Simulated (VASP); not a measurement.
The system is Si2W.

```
W Si
1.0
    -1.60698    1.60698    3.91564
     1.60698   -1.60698    3.91564
     1.60698    1.60698   -3.91564
W Si
1 2
Direct
  0.00000 0.00000 0.00000
  0.33247 0.33247 0.00000
  0.66753 0.66753 0.00000
```

| Property | Result |
| --- | --- |
| Program | VASP 6.6.1 |
| Task | relaxation of cell and atoms |
| Functional | PBE |
| Potentials or basis | VASP PAW PBE potentials, release 64 (W_sv, Si) |
| Cutoff | 600 eV |
| k mesh | 18 × 18 × 18 |
| Occupations | gaussian, width 0.05 eV |
| Spin | no spin polarisation |

At the start: pressure 3.0 GPa; volume 13.48 Å³/atom.

Where does the relaxation end?

Over 13 steps the energy falls by 3.4 meV/atom and the volume is 13.68 Å³/atom (+1.5 %); space group I4/mmm (No. 139, to 0.05 Å).

Step by step:
| step | energy change (eV) | largest force (eV/Å) | pressure (GPa) | volume (Å³) |
| --- | --- | --- | --- | --- |
| 1 | 0.0000 | 0.3013 | 2.99 | 40.45 |
| 2 | 0.0034 | 0.0918 | -4.63 | 41.94 |
| 3 | -0.0082 | 0.1992 | -0.63 | 41.12 |
| 4 | -0.0103 | 0.0171 | 0.06 | 41.03 |
| 5 | -0.0103 | 0.0028 | 0.00 | 41.04 |
| 6 | -0.0103 | 0.0067 | -0.01 | 41.04 |
| 7 | -0.0103 | 0.0024 | -0.01 | 41.04 |
| 8 | -0.0103 | 0.0037 | -0.01 | 41.04 |
| 9 | -0.0103 | 0.0038 | -0.01 | 41.04 |
| 10 | -0.0103 | 0.0054 | -0.01 | 41.04 |
| 11 | -0.0103 | 0.0041 | -0.01 | 41.04 |
| 12 | -0.0103 | 0.0041 | -0.01 | 41.04 |
| 13 | -0.0103 | 0.0009 | 0.00 | 41.03 |

Final structure:
```yaml
crystal:
  lattice:
    - [-1.61488, 1.61488, 3.93362]
    - [1.61488, -1.61488, 3.93362]
    - [1.61488, 1.61488, -3.93362]
  atoms:
    - { symbol: W, position: [0.00000, 0.00000, 0.00000] }
    - { symbol: Si, position: [0.33455, 0.33455, 0.00000] }
    - { symbol: Si, position: [0.66545, 0.66545, 0.00000] }
```
